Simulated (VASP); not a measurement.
A run of VASP 6.6.1 is set up as follows.

The input INCAR:

```
SYSTEM = LiPrP3
ALGO = Normal
EDIFF = 1E-7
EDIFFG = -0.01
ENCUT = 750
GGA = PE
GGA_COMPAT = .FALSE.
IBRION = 2
ISIF = 3
ISMEAR = 0
LASPH = .TRUE.
LCHARG = .FALSE.
LMAXMIX = 6
LREAL = .FALSE.
LWAVE = .FALSE.
NELM = 200
NELMIN = 4
NSW = 100
PREC = Accurate
SIGMA = 0.1
```

File KPOINTS:

```
k-points
0
G
  12 12 6
  0 0 0
```

POSCAR

```
LiPrP3
1.0
    4.4454081827      0.0000000000      0.0000000000
   -2.2227040913      3.8498364164      0.0000000000
    0.0000000000      0.0000000000      7.5159245612
Li Pr P
1 1 3
Direct
    0.6666666667      0.3333333333      0.0000000000
    0.0000000000      0.0000000000      0.0000000000
    0.3333333333      0.6666666667      0.5000000000
    0.0000000000      0.0000000000      0.6406458955
    0.0000000000      0.0000000000      0.3593541045
```

Potentials or basis: VASP PAW PBE potentials, release 64 (Li_sv, Pr_3, P), 4f in core.

Launch:

```bash
$ cat potpaw_PBE.64/Li_sv/POTCAR potpaw_PBE.64/Pr_3/POTCAR potpaw_PBE.64/P/POTCAR > POTCAR
$ mpirun -np 1 vasp_std > vasp.out
```

**Question.** What does it give for the relaxed cell?

**Answer.** a = 4.466 Å, b = 4.466 Å, c = 7.516 Å, α = 90.00°, β = 90.00°, γ = 120.00°.

**Question.** What does it give for the space group after relaxing (to 0.1 Å)?

**Answer.** P-6m2 (No. 187).

**Question.** Predict the band gap on the k mesh.

**Answer.** Zero (an odd number of electrons rules out a gap without spin polarisation).

**Question.** Predict the relaxed volume.

**Answer.** 25.96 Å³/atom.

Final structure:
```xyz
5
Lattice="4.4659 0.0000 0.0000 -2.2329 3.8676 0.0000 0.0000 0.0000 7.5157" Properties=species:S:1:pos:R:3 pbc="T T T"
Li    2.2329    1.2892    0.0000
Pr    0.0000    0.0000    0.0000
P     0.0000    2.5784    3.7579
P    -2.2329    3.8676    4.8126
P     0.0000    0.0000    2.7031
```

Caveat: spin-orbit coupling is left out, which moves the levels of the heavy elements; the 4f electrons are frozen in the core, so they carry no moment and show no levels; an odd number of electrons without spin polarisation forces a metal; a magnetic or distorted state may lie lower. Spin polarisation is off, so any magnetic state and its effect on volume and gap are missing.
